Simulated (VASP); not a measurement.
# SiC (F-43m) in VASP: further runs

The runs below take SiC through single point, with PBE, LDA.

Program: VASP 6.6.1. These are calculated values, not measurements. Logs are shortened: lines on timing, memory, paths and dates and some standing lists are left out, and cuts for length are marked.

## (1) The cell of the first run

It takes space group F-43m (No. 216, cubic). Conventional cell: a = 4.356 Å, b = 4.356 Å, c = 4.356 Å, α = 90.00°, β = 90.00°, γ = 90.00°. Within 2.5 Å of Si (site symmetry -43m) lie 4 C at 1.89 Å. Within 2.5 Å of C (site symmetry -43m) lie 4 Si at 1.89 Å.

## (2) Single point, PBE

The input, INCAR:

```
PREC = Accurate
ENCUT = 520
EDIFF = 1E-6
ISMEAR = 0
SIGMA = 0.01
LREAL = F
LASPH = T
NELM = 100
ALGO = Normal
ISIF = 2
LWAVE = F
LCHARG = F
GGA = PE
NBANDS = 11
```

The input, KPOINTS:

```
regular mesh
0
Gamma
  6 6 6
```

The input, POSCAR:

```
SiC
1.0
    0.0000000000      2.1780497569      2.1780497569
    2.1780497569      0.0000000000      2.1780497569
    2.1780497569      2.1780497569      0.0000000000
Si C
1 1
Direct
    0.2500000000      0.2500000000      0.2500000000
    0.0000000000      0.0000000000      0.0000000000
```

Potentials or basis: VASP PAW PBE potentials, release 64 (Si, C).

The run is started by

```
cat potpaw_PBE.64/Si/POTCAR potpaw_PBE.64/C/POTCAR > POTCAR
mpirun -np 1 vasp_std > vasp.out
```

OUTCAR:

```text
PREC = Accurate
   ENCUT = 520
   EDIFF = 1E-6
   ISMEAR = 0
   LREAL = F
   LASPH = T
   NELM = 100
   ISIF = 2
   GGA = PE

 ion  position               nearest neighbor table
   1  0.250  0.250  0.250-   2 1.89   2 1.89   2 1.89   2 1.89
   2  0.000  0.000  0.000-   1 1.89   1 1.89   1 1.89   1 1.89

  LATTYP: Found a face centered cubic cell.
 ALAT       =     4.3560995138

  Lattice vectors:

 A1 = (   0.0000000000,   2.1780497569,   2.1780497569)
 A2 = (   2.1780497569,   0.0000000000,   2.1780497569)
 A3 = (   2.1780497569,   2.1780497569,   0.0000000000)

Analysis of symmetry for initial positions (statically):
=====================================================================
 Subroutine PRICEL returns:
 Original cell was already a primitive cell.

 Routine SETGRP: Setting up the symmetry group for a
 face centered cubic supercell.

 Subroutine GETGRP returns: Found 24 space group operations
 (whereof 24 operations were pure point group operations)
 out of a pool of 48 trial point group operations.

The static configuration has the point symmetry T_d .

Analysis of symmetry for dynamics (positions and initial velocities):
=====================================================================
 Subroutine PRICEL returns:
 Original cell was already a primitive cell.

 Routine SETGRP: Setting up the symmetry group for a
 face centered cubic supercell.

 Subroutine GETGRP returns: Found 24 space group operations
 (whereof 24 operations were pure point group operations)
 out of a pool of 48 trial point group operations.

The dynamic configuration has the point symmetry T_d .

 Subroutine INISYM returns: Found 24 space group operations
 (whereof 24 operations are pure point group operations),
 and found     1 'primitive' translations

----------------------------------------------------------------------------------------

                                     Primitive cell

  volume of cell :      20.6649

  direct lattice vectors                    reciprocal lattice vectors
     0.000000000  2.178049757  2.178049757    -0.229563167  0.229563167  0.229563167
     2.178049757  0.000000000  2.178049757     0.229563167 -0.229563167  0.229563167
     2.178049757  2.178049757  0.000000000     0.229563167  0.229563167 -0.229563167

  length of vectors
     3.080227506  3.080227506  3.080227506     0.397615069  0.397615069  0.397615069

  position of ions in fractional coordinates (direct lattice)
     0.250000000  0.250000000  0.250000000
     0.000000000  0.000000000  0.000000000

  ion indices of the primitive-cell ions
   primitive index   ion index
                 1           1
                 2           2

----------------------------------------------------------------------------------------

 KPOINTS: regular mesh

Automatic generation of k-mesh.
 Grid dimensions read from file:
 generate k-points for:    6    6    6

 Generating k-lattice:

  Cartesian coordinates                     Fractional coordinates (reciprocal lattice)
    -0.038260528  0.038260528  0.038260528     0.166666667  0.000000000  0.000000000
     0.038260528 -0.038260528  0.038260528     0.000000000  0.166666667  0.000000000
     0.038260528  0.038260528 -0.038260528     0.000000000  0.000000000  0.166666667

  Length of vectors
     0.066269178  0.066269178  0.066269178

  Shift w.r.t. Gamma in fractional coordinates (k-lattice)
     0.000000000  0.000000000  0.000000000

 Subroutine IBZKPT returns following result:
 ===========================================

 Found     16 irreducible k-points:

 Following reciprocal coordinates:
            Coordinates               Weight
  0.000000  0.000000  0.000000      1.000000
  0.166667  0.000000  0.000000      8.000000
  0.333333  0.000000  0.000000      8.000000
  0.500000  0.000000  0.000000      4.000000
  0.166667  0.166667  0.000000      6.000000
  0.333333  0.166667  0.000000     24.000000
[... 8 lines left out ...]
 -0.333333  0.333333  0.166667     24.000000
 -0.333333  0.500000  0.166667     12.000000
   k-points           NKPTS =     16   k-points in BZ     NKDIM =     16   number of bands    NBANDS=     11
   number of dos      NEDOS =    301   number of ions     NIONS =      2
   total plane-waves  NPLWV =  13824
   dimension x,y,z NGX =    24 NGY =   24 NGZ =   24
   dimension x,y,z NGXF=    48 NGYF=   48 NGZF=   48
   ions per type =               1   1
   NGX,Y,Z   is equivalent  to a cutoff of  12.95, 12.95, 12.95 a.u.
   NGXF,Y,Z  is equivalent  to a cutoff of  25.91, 25.91, 25.91 a.u.
 SYSTEM =  unknown system
   PREC   = accura    normal or accurate (medium, high low for compatibility)
   ISTART =      0    job   : 0-new  1-cont  2-samecut
   ICHARG =      2    charge: 1-file 2-atom 10-const
   ISPIN  =      1    spin polarized calculation?
   LNONCOLLINEAR =      F non collinear calculations
   LSORBIT =      F    spin-orbit coupling
   LASPH  =      T    aspherical Exc in radial PAW
   ENCUT  =  520.0 eV  38.22 Ry    6.18 a.u.   5.73  5.73  5.73*2*pi/ulx,y,z
   NELM   =    100;   NELMIN=  2; NELMDL= -5     # of ELM steps
   EDIFF  = 0.1E-05   stopping-criterion for ELM
   LREAL  =      F    real-space projection
   EDIFFG = 0.1E-04   stopping-criterion for IOM
   NSW    =      0    number of steps for IOM
   IBRION =     -1    ionic relax: 0-MD 1-quasi-New 2-CG
   NFREE  =      0    steps in history (QN), initial steepest desc. (CG)
   ISIF   =      2    stress and relaxation
   ISYM   =      2    0-nonsym 1-usesym 2-fastsym
   POTIM  = 0.5000    time-step for ionic-motion
   TEBEG  =    0.0;   TEEND  =   0.0 temperature during run
   PSTRESS=    0.0 pullay stress
   NELECT =       8.0000    total number of electrons
   NUPDOWN=      -1.0000    fix difference up-down
   EMIN   =  10.00;   EMAX   =-10.00  energy-range for DOS
   EFERMI =   0.00;   METHOD = LEGACY
   ISMEAR =     0;   SIGMA  =   0.01  broadening in eV -4-tet -1-fermi 0-gaus
   EFERMI_NEDOS =   21; number of points for ismear=-14 and -15
   IALGO  =     38    algorithm
   IMIX   =      4    mixing-type and parameters
     AMIX     =   0.40;   BMIX     =  1.00
     AMIX_MAG =   1.60;   BMIX_MAG =  1.00
  volume/ion in A,a.u.               =      10.33        69.73
  Fermi-wavevector in a.u.,A,eV,Ry     =   1.193146  2.254720 19.369228  1.423598
  Thomas-Fermi vector in A             =   2.329168
   LORBIT       =      0    0 simple, 1 ext, 2 COOP (PROOUT), +10 PAW based schemes
   GGA     = PE    functional components
   LHFCALC =     F    Hartree Fock is set to
   AEXX    =    0.0000 exact exchange contribution
   IVDW    =     0    specifies the selected vdW correction
   LEPSILON=     F    determine dielectric tensor
   LRPA    =     F    only Hartree local field effects (RPA)
 non-spin polarized calculation
 Gauss-broadening in eV      SIGMA  =   0.01
  energy-cutoff  :      520.00
  volume of cell :       20.66
 maximum number of plane-waves:       568
   NGX = 11   NGY = 11   NGZ = 11

 number of electron       8.0000001 magnetization

 Free energy of the ion-electron system (eV)
  ---------------------------------------------------
  ext. energy  EPLUGINS =         0.00000000
  ---------------------------------------------------
  free energy    TOTEN  =       -15.04652033 eV

  energy without entropy =      -15.04652033  energy(sigma->0) =      -15.04652033

 E-fermi :   8.1937     XC(G=0): -11.3600

 val. band max:        8.1292341678   @ k =   0.0000   0.0000   0.0000
 cond. band min:       9.4787616098   @ k =   0.5000   0.5000   0.0000
 fundamental gap:      1.3495274420
 Fermi energy:         8.1937093356

 k-point     1 :       0.0000    0.0000    0.0000
  band No.  band energies     occupation
      1      -7.2877      2.00000
      2       8.1292      2.00000
      3       8.1292      2.00000
      4       8.1292      2.00000
      5      14.3772      0.00000
      6      15.4392      0.00000
      7      15.4392      0.00000
      8      15.4392      0.00000
      9      22.6369      0.00000
     10      22.6369      0.00000
     11      24.6245      0.00000

 k-point     2 :       0.1667    0.0000    0.0000
  band No.  band energies     occupation
      1      -6.7479      2.00000
      2       5.7568      2.00000
      3       7.7991      2.00000
      4       7.7991      2.00000
      5      14.4808      0.00000
      6      15.9578      0.00000
      7      15.9578      0.00000
      8      16.4923      0.00000
      9      21.1028      0.00000
     10      21.1028      0.00000
     11      23.8008      0.00000

 k-point     3 :       0.3333    0.0000    0.0000
  band No.  band energies     occupation
      1      -5.2192      2.00000
      2       1.9485      2.00000
      3       7.2850      2.00000
      4       7.2850      2.00000
      5      13.8233      0.00000
      6      15.7731      0.00000
      7      15.7731      0.00000
      8      18.0554      0.00000
      9      22.4132      0.00000
     10      22.4132      0.00000
     11      23.4007      0.00000

 k-point     4 :       0.5000    0.0000    0.0000
  band No.  band energies     occupation
      1      -3.7152      2.00000
      2      -0.4166      2.00000
      3       7.0764      2.00000
      4       7.0764      2.00000
      5      13.5712      0.00000
      6      15.3551      0.00000
      7      15.3551      0.00000
      8      18.1881      0.00000
      9      24.3412      0.00000
     10      25.3709      0.00000
     11      25.3709      0.00000

 k-point     5 :       0.1667    0.1667    0.0000
  band No.  band energies     occupation
      1      -6.5675      2.00000
      2       6.3345      2.00000
      3       7.0201      2.00000
      4       7.0201      2.00000
      5      13.6731      0.00000
      6      15.4820      0.00000
      7      17.1770      0.00000
      8      17.1770      0.00000
      9      18.9698      0.00000
     10      23.4511      0.00000
     11      26.8591      0.00000
[... 99 lines left out ...]
 k-point    13 :       0.5000    0.5000    0.0000
  band No.  band energies     occupation
      1      -2.2617      2.00000
      2       0.3263      2.00000
      3       4.9395      2.00000
      4       4.9395      2.00000
      5       9.4788      0.00000
      6      12.4501      0.00000
      7      22.1766      0.00000
      8      22.1766      0.00000
      9      22.9346      0.00000
     10      28.2522      0.00000
     11      30.3148      0.00000

 k-point    14 :       0.5000    0.3333    0.1667
  band No.  band energies     occupation
      1      -3.9340      2.00000
      2       2.1723      2.00000
      3       4.0243      2.00000
      4       5.7078      2.00000
      5      13.0237      0.00000
      6      15.8833      0.00000
      7      16.7184      0.00000
      8      19.8147      0.00000
      9      21.4590      0.00000
     10      24.9351      0.00000
     11      28.7460      0.00000

 k-point    15 :      -0.3333    0.3333    0.1667
  band No.  band energies     occupation
      1      -2.6308      2.00000
      2       0.7491      2.00000
      3       3.4116      2.00000
      4       5.0053      2.00000
      5      13.2488      0.00000
      6      16.0259      0.00000
      7      18.4532      0.00000
      8      19.4241      0.00000
      9      21.0520      0.00000
     10      24.6050      0.00000
     11      29.3032      0.00000

 k-point    16 :      -0.3333    0.5000    0.1667
  band No.  band energies     occupation
      1      -2.0922      2.00000
      2       0.8368      2.00000
      3       3.6165      2.00000
      4       3.7408      2.00000
      5      12.1188      0.00000
      6      15.2242      0.00000
      7      18.9701      0.00000
      8      20.3498      0.00000
      9      22.3251      0.00000
     10      25.8533      0.00000
     11      29.2922      0.00000

------------------------ aborting loop because EDIFF is reached ----------------------------------------

  FORCE on cell =-STRESS in cart. coord.  units (eV):
  Direction    XX          YY          ZZ          XY          YZ          ZX
  --------------------------------------------------------------------------------------
  -------------------------------------------------------------------------------------
  Total        0.4575493      0.4575493      0.4575493      0.0000000      0.0000000      0.0000000
  in kB       35.4744032     35.4744032     35.4744032      0.0000000      0.0000000      0.0000000
  external PRESSURE =      35.4744032 kB  Pullay stress =       0.0000000 kB

 VOLUME and BASIS-vectors are now :
 -----------------------------------------------------------------------------
  energy-cutoff  :      520.00
  volume of cell :       20.66
      direct lattice vectors                 reciprocal lattice vectors
     0.000000000  2.178049757  2.178049757    -0.229563167  0.229563167  0.229563167
     2.178049757  0.000000000  2.178049757     0.229563167 -0.229563167  0.229563167
     2.178049757  2.178049757  0.000000000     0.229563167  0.229563167 -0.229563167

 POSITION                                       TOTAL-FORCE (eV/Angst)
 -----------------------------------------------------------------------------------
      1.08902      1.08902      1.08902        -0.000000     -0.000000      0.000000
      0.00000      0.00000      0.00000         0.000000      0.000000     -0.000000
 -----------------------------------------------------------------------------------
    total drift:                               -0.000000     -0.000000     -0.000000

  FREE ENERGIE OF THE ION-ELECTRON SYSTEM (eV)
  ---------------------------------------------------
  free  energy   TOTEN  =       -15.0465203288 eV

  energy  without entropy=      -15.0465203288  energy(sigma->0) =      -15.04652033
```

Run time: 5.1 s. Hardware: 1 thread of AMD EPYC 7R43 (Zen 3), shared host; peak memory 0.09 GiB.

What came out:

- Free energy: -15.0465 eV
- Pressure: 3.5 GPa
- Band gap on the k mesh: 1.35 eV (least direct gap 4.54 eV)

Levels at points of the mesh, in eV from the valence-band top:
```csv
k point,band 2,band 3,band 4,band 5,band 6,band 7
"(0.00, 0.00, 0.00)",0.00,0.00,0.00,6.25,7.31,7.31
"(0.50, 0.00, 0.00)",-8.55,-1.05,-1.05,5.44,7.23,7.23
"(0.50, 0.50, 0.00)",-7.80,-3.19,-3.19,1.35,4.32,14.05
```

Caveat: the cell stands under pressure.

## (3) Single point, LDA

The input, INCAR:

```
SYSTEM = SiC
ALGO = Normal
EDIFF = 1E-7
ENCUT = 520
GGA = CA
ISIF = 2
ISMEAR = 0
LASPH = .True.
LCHARG = .True.
LELF = .True.
LREAL = .False.
LVHAR = .True.
LWAVE = .False.
NBANDS = 11
NELM = 60
PREC = Accurate
SIGMA = 0.01
```

The input, KPOINTS:

```
k-points
0
Gamma
  6 6 6
  0 0 0
```

POSCAR is that of step 2.

Potentials or basis: VASP PAW LDA potentials, release 64 (Si, C).

The run is started by

```
cat potpaw_LDA.64/Si/POTCAR potpaw_LDA.64/C/POTCAR > POTCAR
mpirun -np 1 vasp_std > vasp.out
```

It took 5.1 s on 1 thread of AMD EPYC 7R43 (Zen 3), shared host; peak memory 0.09 GiB.

It converged, with:

- Free energy: -16.6277 eV
- Pressure: -3.7 GPa
- Band gap on the k mesh: 1.30 eV (least direct gap 4.49 eV)

Levels at points of the mesh, in eV from the valence-band top:
| k point | band 1 | band 2 | band 3 | band 4 | band 5 | band 6 | band 7 | band 8 | band 9 |
| --- | --- | --- | --- | --- | --- | --- | --- | --- | --- |
| (0.00, 0.00, 0.00) | -15.33 | 0.00 | 0.00 | 0.00 | 6.30 | 7.19 | 7.19 | 7.19 | 14.46 |
| (0.50, 0.00, 0.00) | -11.70 | -8.57 | -1.06 | -1.06 | 5.40 | 7.13 | 7.13 | 9.92 | 15.94 |
| (0.50, 0.50, 0.00) | -10.22 | -7.82 | -3.20 | -3.20 | 1.30 | 4.19 | 13.84 | 13.84 | 14.57 |

Caveat: the cell stands under tension. A k mesh can miss the band edges.

## (4) Single point, PBE

The input, INCAR:

```
PREC = Accurate
ENCUT = 520
EDIFF = 1E-6
ISMEAR = 0
SIGMA = 0.01
LREAL = False
LASPH = True
NELM = 80
ALGO = Normal
ISIF = 2
LWAVE = False
LCHARG = False
GGA = PE
NBANDS = 11
```

The input, KPOINTS:

```
regular mesh
0
Gamma
  8 8 8
```

POSCAR is that of step 3.

Potentials or basis: VASP PAW PBE potentials, release 64 (Si, C).

The run is started by

```
cat potpaw_PBE.64/Si/POTCAR potpaw_PBE.64/C/POTCAR > POTCAR
mpirun -np 1 vasp_std > vasp.out
```

Wall time 7.4 s (1 thread of AMD EPYC 7R43 (Zen 3), shared host); peak memory 0.1 GiB.

It converged, with:

```yaml
Free_energy: -15.0561 eV
Pressure: 3.5 GPa
Band_gap_on_the_k_mesh: 1.35 eV (least direct gap 4.54 eV)
```

Levels at points of the mesh, in eV from the valence-band top:
| k point | band 1 | band 2 | band 3 | band 4 | band 5 | band 6 | band 7 | band 8 | band 9 |
| --- | --- | --- | --- | --- | --- | --- | --- | --- | --- |
| (0.00, 0.00, 0.00) | -15.41 | 0.00 | 0.00 | 0.00 | 6.25 | 7.32 | 7.32 | 7.32 | 14.51 |
| (0.50, 0.00, 0.00) | -11.84 | -8.54 | -1.05 | -1.05 | 5.45 | 7.23 | 7.23 | 10.06 | 16.21 |
| (0.50, 0.50, 0.00) | -10.39 | -7.80 | -3.19 | -3.19 | 1.35 | 4.33 | 14.05 | 14.05 | 14.80 |

Caveat: the cell stands under pressure.

## (5) The runs side by side

| level | potentials or basis | k mesh | gap on the mesh (eV) | pressure (GPa) |
| --- | --- | --- | --- | --- |
| PBE | VASP PAW PBE potentials, release 64 (Si, C) | 6 × 6 × 6 | 1.35 | 3.5 |
| LDA | VASP PAW LDA potentials, release 64 (Si, C) | 6 × 6 × 6 | 1.30 | -3.7 |
| PBE | VASP PAW PBE potentials, release 64 (Si, C) | 8 × 8 × 8 | 1.35 | 3.5 |

Alike in all rows: task single point; no spin polarisation; cell as given; cutoff (eV) 520; smearing gaussian 0.01 eV.

Caveats: the cell stands under pressure (at least some runs); the cell stands under tension (at least some runs).

Total energies depend on the potentials used, so only differences within one code and one set of settings carry meaning.
